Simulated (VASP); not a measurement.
# Bi: single point with LDA

Crystal: Bi.

```
Bi
1.0
     0.00000    2.36918    2.36918
     2.36918    0.00000    2.36918
     2.36918    2.36918    0.00000
Bi
1
Direct
  0.00000 0.00000 0.00000
```

This cell differs from its parent crystal: volume scaled by 0.9.

```json
{
 "Program": "VASP 6.6.1",
 "Task": "single point",
 "Functional": "LDA",
 "Potentials or basis": "VASP PAW LDA potentials, release 64 (Bi_d)",
 "Cutoff": "520 eV",
 "k mesh": "14 × 14 × 14",
 "Occupations": "fermi-dirac, width 0.1 eV",
 "Spin": "no spin polarisation"
}
```

```yaml
Pressure: 8.5 GPa
```

Levels at points of the mesh, in eV from the Fermi level:
```csv
k point,band 3,band 4,band 5,band 6,band 7,band 8,band 9,band 10,band 11,band 12
"(0.00, 0.00, 0.00)",-23.24,-23.11,-23.11,-14.88,5.95,5.95,5.95,8.92,10.86,11.69
"(0.50, 0.00, 0.00)",-23.22,-22.99,-22.99,-11.13,-6.35,3.97,3.97,8.46,8.52,10.40
"(0.50, 0.50, 0.00)",-23.00,-22.96,-22.96,-9.64,-5.39,0.27,0.27,4.24,5.45,17.51
```

Run time: 25 s on 1 thread of Intel(R) Xeon(R) Platinum 8488C (Sapphire Rapids) (shared host), peak memory 0.16 GiB.

Caveat: spin-orbit coupling is left out, which moves the levels of the heavy elements.
